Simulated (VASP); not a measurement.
# TiH (I4mm) in VASP: further runs

TiH is run at these levels: r2SCAN; tasks: single point.

All numbers are computed with VASP 6.6.1; they aren't measurements. Logs are shortened: lines on timing, memory, paths and dates and some standing lists are left out, and cuts for length are marked.

### Step 1. The cell of the first run

Symmetry: I4mm, No. 107, tetragonal system. The conventional cell has a = 2.955 Å, b = 2.955 Å, c = 4.179 Å, α = 90.00°, β = 90.00°, γ = 90.00°. Within 2.6 Å of Ti (site symmetry 4mm) lie 6 H at 1.99 to 2.19 Å. H (site symmetry 4mm) has 6 Ti at 1.99 to 2.19 Å within 2.6 Å.

### Step 2. Single point, r2SCAN (all Ti atoms moved -0.100 Å, as atom 1 along Cartesian [0 0 1])

File POSCAR:

```
TiH
1.0
    0.0000000000      2.0896972200      2.0896972200
    2.0896972200      0.0000000000      2.0896972200
    2.0896972200      2.0896972200      0.0000000000
Ti H
1 1
Direct
   -0.0239269113     -0.0239269113      0.0239269113
    0.5000000000      0.5000000000      0.5000000000
```

File INCAR.step1:

```
ALGO = Normal ; EDIFF = 1E-4
ENCUT = 520 ; GGA = PE
ISMEAR = 0 ; LASPH = True
LCHARG = False ; LREAL = False
LWAVE = True ; NBANDS = 14
NELM = 100 ; PREC = Accurate
SIGMA = 0.15
```

File INCAR.step2:

```
ALGO = Normal ; EDIFF = 1E-6
ENCUT = 520 ; ISIF = 2
ISMEAR = 0 ; ISTART = 1
LASPH = True ; LCHARG = False
LMIXTAU = True ; LREAL = False
LWAVE = False ; METAGGA = R2SCAN
NBANDS = 14 ; NELM = 100
PREC = Accurate ; SIGMA = 0.15
```

File KPOINTS:

```
k-points
0
Gamma
  20 20 20
```

Potentials or basis: VASP PAW PBE potentials, release 64 (Ti_sv, H).

Command:

```
$ cat potpaw_PBE.64/Ti_sv/POTCAR potpaw_PBE.64/H/POTCAR > POTCAR
$ cp INCAR.step1 INCAR
$ mpirun -np 1 vasp_std > vasp.out
$ cp INCAR.step2 INCAR
$ mpirun -np 1 vasp_std > vasp.out
```

OUTCAR:

```text
EDIFF = 1E-6
   ENCUT = 520
   ISIF = 2
   ISMEAR = 0
   ISTART = 1
   LASPH = True
   LREAL = False
   METAGGA = R2SCAN
   NELM = 100
   PREC = Accurate

 ion  position               nearest neighbor table
   1  0.976  0.976  0.024-
   2  0.500  0.500  0.500-

  LATTYP: Found a face centered cubic cell.
 ALAT       =     4.1793944400

  Lattice vectors:

 A1 = (   0.0000000000,   2.0896972200,   2.0896972200)
 A2 = (   2.0896972200,   0.0000000000,   2.0896972200)
 A3 = (   2.0896972200,   2.0896972200,   0.0000000000)

Analysis of symmetry for initial positions (statically):
=====================================================================
 Subroutine PRICEL returns:
 Original cell was already a primitive cell.

 Routine SETGRP: Setting up the symmetry group for a
 face centered cubic supercell.

 Subroutine GETGRP returns: Found  8 space group operations
 (whereof  8 operations were pure point group operations)
 out of a pool of 48 trial point group operations.

The static configuration has the point symmetry C_4v.

Analysis of symmetry for dynamics (positions and initial velocities):
=====================================================================
 Subroutine PRICEL returns:
 Original cell was already a primitive cell.

 Routine SETGRP: Setting up the symmetry group for a
 face centered cubic supercell.

 Subroutine GETGRP returns: Found  8 space group operations
 (whereof  8 operations were pure point group operations)
 out of a pool of 48 trial point group operations.

The dynamic configuration has the point symmetry C_4v.

 Subroutine INISYM returns: Found  8 space group operations
 (whereof  8 operations are pure point group operations),
 and found     1 'primitive' translations

----------------------------------------------------------------------------------------

                                     Primitive cell

  volume of cell :      18.2507

  direct lattice vectors                    reciprocal lattice vectors
     0.000000000  2.089697220  2.089697220    -0.239269113  0.239269113  0.239269113
     2.089697220  0.000000000  2.089697220     0.239269113 -0.239269113  0.239269113
     2.089697220  2.089697220  0.000000000     0.239269113  0.239269113 -0.239269113

  length of vectors
     2.955278150  2.955278150  2.955278150     0.414426260  0.414426260  0.414426260

[... 88 lines left out ...]
   POTIM  = 0.5000    time-step for ionic-motion
   TEBEG  =    0.0;   TEEND  =   0.0 temperature during run
   PSTRESS=    0.0 pullay stress
   NELECT =      13.0000    total number of electrons
   NUPDOWN=      -1.0000    fix difference up-down
   EMIN   =  10.00;   EMAX   =-10.00  energy-range for DOS
   EFERMI =   0.00;   METHOD = LEGACY
   ISMEAR =     0;   SIGMA  =   0.15  broadening in eV -4-tet -1-fermi 0-gaus
   EFERMI_NEDOS =   21; number of points for ismear=-14 and -15
   IALGO  =     38    algorithm
   IMIX   =      4    mixing-type and parameters
     AMIX     =   0.40;   BMIX     =  1.00
     AMIX_MAG =   1.60;   BMIX_MAG =  1.00
  volume/ion in A,a.u.               =       9.13        61.58
  Fermi-wavevector in a.u.,A,eV,Ry     =   1.462051  2.762876 29.083729  2.137594
  Thomas-Fermi vector in A             =   2.578310
   LORBIT       =      0    0 simple, 1 ext, 2 COOP (PROOUT), +10 PAW based schemes
   METAGGA = R2SCAN    functional components
   LHFCALC =     F    Hartree Fock is set to
   AEXX    =    0.0000 exact exchange contribution
   IVDW    =     0    specifies the selected vdW correction
   LEPSILON=     F    determine dielectric tensor
   LRPA    =     F    only Hartree local field effects (RPA)
 non-spin polarized calculation
 Gauss-broadening in eV      SIGMA  =   0.15
  energy-cutoff  :      520.00
  volume of cell :       18.25
 maximum number of plane-waves:       531
 NGX is ok and might be reduce to    24
   NGX = 11   NGY = 11   NGZ = 11

 number of electron      12.9999998 magnetization

 Free energy of the ion-electron system (eV)
  ---------------------------------------------------
  ext. energy  EPLUGINS =         0.00000000
  ---------------------------------------------------
  free energy    TOTEN  =       -17.12990372 eV

  energy without entropy =      -17.11240778  energy(sigma->0) =      -17.12115575

 E-fermi :   8.8714     XC(G=0): -12.8166

 val. band max:        8.8709524399   @ k =   0.0500  -0.4500   0.3500
 cond. band min:       8.8725894407   @ k =   0.3500   0.0500  -0.4500
 fundamental gap:      0.0016370009
 Fermi energy:         8.8713896442

 k-point     1 :       0.0000    0.0000    0.0000
  band No.  band energies     occupation
      1     -50.2080      2.00000
      2     -25.0954      2.00000
      3     -25.0953      2.00000
      4     -25.0948      2.00000
      5      -1.2394      2.00000
      6       9.5773      0.00000
      7       9.5773      0.00000
      8       9.5825      0.00000
      9      11.3781      0.00000
     10      11.3916      0.00000
     11      19.7081      0.00000
     12      23.7643      0.00000
     13      25.9197      0.00000
     14      25.9197      0.00000
[... 377 lines left out ...]
      1     -50.1227      2.00000
      2     -25.5859      2.00000
      3     -25.1643      2.00000
      4     -25.1553      2.00000
      5       1.5422      2.00000
      6       7.2334      2.00000
      7       9.4879      0.00000
      8       9.6448      0.00000
      9      11.6169      0.00000
     10      11.9544      0.00000
     11      15.9228      0.00000
     12      20.8820      0.00000
     13      26.4763      0.00000
     14      28.5896      0.00000

 [... further k-points ...]

------------------------ aborting loop because EDIFF is reached ----------------------------------------

  FORCE on cell =-STRESS in cart. coord.  units (eV):
  Direction    XX          YY          ZZ          XY          YZ          ZX
  --------------------------------------------------------------------------------------
  -------------------------------------------------------------------------------------
  Total       -0.0497726     -0.0497726      0.2186765      0.0000000     -0.0000000      0.0000000
  in kB       -4.3693932     -4.3693932     19.1969638      0.0000000     -0.0000000      0.0000000
  external PRESSURE =       3.4860591 kB  Pullay stress =       0.0000000 kB

 VOLUME and BASIS-vectors are now :
 -----------------------------------------------------------------------------
  energy-cutoff  :      520.00
  volume of cell :       18.25
      direct lattice vectors                 reciprocal lattice vectors
     0.000000000  2.089697220  2.089697220    -0.239269113  0.239269113  0.239269113
     2.089697220  0.000000000  2.089697220     0.239269113 -0.239269113  0.239269113
     2.089697220  2.089697220  0.000000000     0.239269113  0.239269113 -0.239269113

 POSITION                                       TOTAL-FORCE (eV/Angst)
 -----------------------------------------------------------------------------------
      2.08970      2.08970      4.07939         0.000000      0.000000      0.341371
      2.08970      2.08970      2.08970         0.000000      0.000000     -0.341371
 -----------------------------------------------------------------------------------
    total drift:                                0.000000      0.000000     -0.000121

  FREE ENERGIE OF THE ION-ELECTRON SYSTEM (eV)
  ---------------------------------------------------
  free  energy   TOTEN  =       -17.1299037164 eV

  energy  without entropy=      -17.1124077840  energy(sigma->0) =      -17.12115575
```

OSZICAR.step1:

```text
N       E                     dE             d eps       ncg     rms          rms(c)
DAV:   1     0.899866445842E+02    0.89987E+02   -0.60838E+03 17974   0.107E+03
DAV:   2    -0.881133471966E+01   -0.98798E+02   -0.95046E+02 18584   0.293E+02
DAV:   3    -0.133361332490E+02   -0.45248E+01   -0.44675E+01 24438   0.612E+01
DAV:   4    -0.134190182842E+02   -0.82885E-01   -0.82766E-01 20034   0.759E+00
DAV:   5    -0.134207693846E+02   -0.17511E-02   -0.17510E-02 21460   0.982E-01    0.108E+01
DAV:   6    -0.118817830662E+02    0.15390E+01   -0.19907E+00 20276   0.236E+01    0.238E+00
DAV:   7    -0.118554511233E+02    0.26332E-01   -0.14914E-01 21092   0.319E+00    0.130E+00
DAV:   8    -0.118588200249E+02   -0.33689E-02   -0.35390E-02 19280   0.220E+00    0.306E-01
DAV:   9    -0.118595221074E+02   -0.70208E-03   -0.36234E-03 21822   0.618E-01    0.114E-01
DAV:  10    -0.118595286238E+02   -0.65164E-05   -0.17862E-04 18608   0.174E-01
   1 F= -.11859529E+02 E0= -.11849055E+02  d E =-.209475E-01
```

Wall time 11 min (1 thread of Intel Xeon 8259CL, shared host); peak memory 0.29 GiB.

Results:

```yaml
Free_energy: -17.1299 eV
Pressure: 0.3 GPa
Largest_force: 0.341 eV/Å
Band_gap_on_the_k_mesh: zero (an odd number of electrons rules out a gap without spin polarisation)
```

Forces in eV/Å, atoms in the order of the input:
```
Ti   0.000  0.000  0.341
H    0.000  0.000 -0.341
```

Levels at points of the mesh, in eV from the Fermi level:
```tsv
k point	band 4	band 5	band 6	band 7	band 8	band 9	band 10	band 11
(0.00, 0.00, 0.00)	-33.97	-10.11	0.71	0.71	0.71	2.51	2.52	10.84
(0.50, 0.00, 0.00)	-34.04	-5.60	-3.31	0.45	0.45	3.48	3.49	7.44
(0.50, 0.50, 0.00)	-34.19	-7.21	-2.02	1.44	3.59	3.74	3.74	7.04
(0.00, 0.50, 0.50)	-34.19	-7.21	-2.02	1.48	3.59	3.74	3.74	6.87
```

Caveat: the cell differs from its parent crystal (all Ti atoms moved -0.100 Å, as atom 1 along Cartesian [0 0 1]); the PAW data sets were made with another functional, which shifts forces and pressure a little.

### Step 3. Single point, r2SCAN (all Ti atoms moved +0.075 Å, as atom 1 along Cartesian [0 0 1])

Edit POSCAR of step 2 so:

```diff
@@ -8,3 +8,3 @@
 Direct
-   -0.0239269113     -0.0239269113      0.0239269113
+    0.0179451835      0.0179451835     -0.0179451835
     0.5000000000      0.5000000000      0.5000000000
```

File INCAR.step1:

```
PREC     = Accurate       # precision mode
ENCUT    = 520            # plane-wave cutoff, eV
ISMEAR   = 0              # smearing method
SIGMA    = 0.15           # smearing width, eV
LREAL    = F              # projectors in reciprocal space
LASPH    = T              # aspherical terms in the spheres
NELM     = 80             # most SCF steps
NBANDS   = 14             # bands
GGA      = PE             # functional
ALGO     = Normal         # electronic algorithm
EDIFF    = 1E-4           # SCF threshold, eV
LWAVE    = T              # write WAVECAR
LCHARG   = F              # write CHGCAR
```

File INCAR.step2:

```
PREC     = Accurate       # precision mode
ENCUT    = 520            # plane-wave cutoff, eV
EDIFF    = 1E-6           # SCF threshold, eV
ISMEAR   = 0              # smearing method
SIGMA    = 0.15           # smearing width, eV
LREAL    = F              # projectors in reciprocal space
LASPH    = T              # aspherical terms in the spheres
NELM     = 80             # most SCF steps
ALGO     = Normal         # electronic algorithm
ISIF     = 2              # what is computed and relaxed
LWAVE    = F              # write WAVECAR
LCHARG   = F              # write CHGCAR
METAGGA  = R2SCAN         # meta-GGA
LMIXTAU  = T            
NBANDS   = 14             # bands
ISTART   = 1
```

File KPOINTS:

```
regular mesh
0
Gamma
  20 20 20
```

Potentials or basis: VASP PAW PBE potentials, release 64 (Ti_sv, H).

Command:

```
$ cat potpaw_PBE.64/Ti_sv/POTCAR potpaw_PBE.64/H/POTCAR > POTCAR
$ cp INCAR.step1 INCAR
$ mpirun -np 1 vasp_std > vasp.out
$ cp INCAR.step2 INCAR
$ mpirun -np 1 vasp_std > vasp.out
```

Wall time 10 min (1 thread of Intel Xeon 8259CL, shared host); peak memory 0.29 GiB.

The run converged. Its results:

| Property | Result |
| --- | --- |
| Free energy | -17.1373 eV |
| Pressure | 0.2 GPa |
| Largest force | 0.251 eV/Å |
| Band gap on the k mesh | zero (an odd number of electrons rules out a gap without spin polarisation) |

Forces in eV/Å, atoms in the order of the input:
```
Ti   0.000  0.000 -0.251
H    0.000  0.000  0.251
```

Stress tensor (GPa, compression positive):
```
-0.26  0.00  0.00
 0.00 -0.26  0.00
 0.00  0.00  1.07
```

Levels at points of the mesh, in eV from the Fermi level:
```
           k point  band 3  band 4  band 5  band 6  band 7  band 8  band 9  band 10  band 11  band 12
(0.00, 0.00, 0.00)  -33.97  -33.97  -10.11    0.71    0.71    0.71    2.51     2.52    10.87    14.89
(0.50, 0.00, 0.00)  -34.05  -34.05   -5.59   -3.32    0.45    0.45    3.48     3.49     7.45     9.40
(0.50, 0.50, 0.00)  -34.19  -34.19   -7.21   -2.02    1.45    3.59    3.74     3.74     7.00    10.10
(0.00, 0.50, 0.50)  -34.19  -34.19   -7.21   -2.02    1.48    3.59    3.74     3.74     6.90    10.11
```

Caveat: the cell differs from its parent crystal (all Ti atoms moved +0.075 Å, as atom 1 along Cartesian [0 0 1]); the PAW data sets were made with another functional, which shifts forces and pressure a little.

(Part 1 of 2 ends here.)
